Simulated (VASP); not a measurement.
A run of VASP 6.6.1:

The input INCAR:

```
PREC = Accurate
ENCUT = 520
EDIFF = 1E-7
ISMEAR = 0
SIGMA = 0.1
LREAL = F
LASPH = T
NELM = 80
ALGO = Normal
ISIF = 2
LWAVE = F
LCHARG = F
GGA = PE
NBANDS = 22
```

Contents of KPOINTS:

```
Automatic mesh
0
Gamma
  12 12 6
```

POSCAR

```
B5Pt
1.0
    2.9247353091      0.0000000000      0.0000000000
   -1.4623676545      2.5328950770      0.0000000000
    0.0000000000      0.0000000000      6.6317705966
B Pt
5 1
Direct
    0.3333333333      0.6666666667      0.8001790782
    0.3333333333      0.6666666667      0.1998209218
    0.6666666667      0.3333333333      0.1998209218
    0.6666666667      0.3333333333      0.8001790782
    0.0000000000      0.0000000000      0.0000000000
    0.0000000000      0.0000000000      0.5000000000
```

Potentials or basis: VASP PAW PBE potentials, release 64 (B, Pt).

Run with:

```bash
$ cat potpaw_PBE.64/B/POTCAR potpaw_PBE.64/Pt/POTCAR > POTCAR
$ mpirun -np 1 vasp_std > vasp.out
```

Hardware: 1 thread of Intel Xeon 8259CL (shared host).

Q: How long does it take, and how much memory?

A: Wall time 90 s on 1 thread of Intel Xeon 8259CL, on a shared host, peak memory 0.22 GiB. Counts: scf iterations 15, k points 76.
